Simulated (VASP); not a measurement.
Wanted: the native input for a VASP 6.6.1 run.

```yaml
Task: single point
Functional: LDA
Potentials_or_basis: VASP PAW LDA potentials, release 64 (Si, W_sv)
Cutoff: 520 eV
k_mesh: 20 × 20 × 20
Occupations: gaussian, width 0.15 eV
Spin: no spin polarisation
Dipole_correction: no
Further_INCAR_settings: ALGO = Normal; EDIFF = 1e-06; NBANDS = 18
```

The structure of Si2W lies in POSCAR:

```
Si2W
1.0
   -1.7575964172      1.7575964172      3.5747753529
    1.7575964172     -1.7575964172      3.5747753529
    1.7575964172      1.7575964172     -3.5747753529
Si W
2 1
Direct
    0.3346644983      0.3346644983      0.0000000000
    0.6653355017      0.6653355017      0.0000000000
    0.0000000000      0.0000000000      0.0000000000
```

One way to write it, as run:

INCAR

```
SYSTEM = Si2W
ALGO = Normal
EDIFF = 1E-6
ENCUT = 520
ISIF = 2
ISMEAR = 0
LASPH = .True.
LCHARG = .True.
LELF = .True.
LREAL = .False.
LVHAR = .True.
LWAVE = .False.
NBANDS = 18
NELM = 100
PREC = Accurate
SIGMA = 0.15
```

KPOINTS

```
k-points
0
Gamma
  20 20 20
  0 0 0
```

Potentials or basis: VASP PAW LDA potentials, release 64 (Si, W_sv).

Run with:

```bash
$ cat potpaw_LDA.64/Si/POTCAR potpaw_LDA.64/W_sv/POTCAR > POTCAR
$ mpirun -np 1 vasp_std > vasp.out
```

It gave:

```
Pressure               : -9.9 GPa
Largest force          : 0.485 eV/Å
Band gap on the k mesh : zero (bands 11 and 12 overlap by 0.38 eV)
```

Caveat: the stress differs along the axes, from -32 to 35 GPa; spin-orbit coupling is left out, which moves the levels of the heavy elements.

It took 2.3 min on 1 thread of Intel(R) Xeon(R) 6975P-C (Granite Rapids) (shared host), peak memory 0.54 GiB.
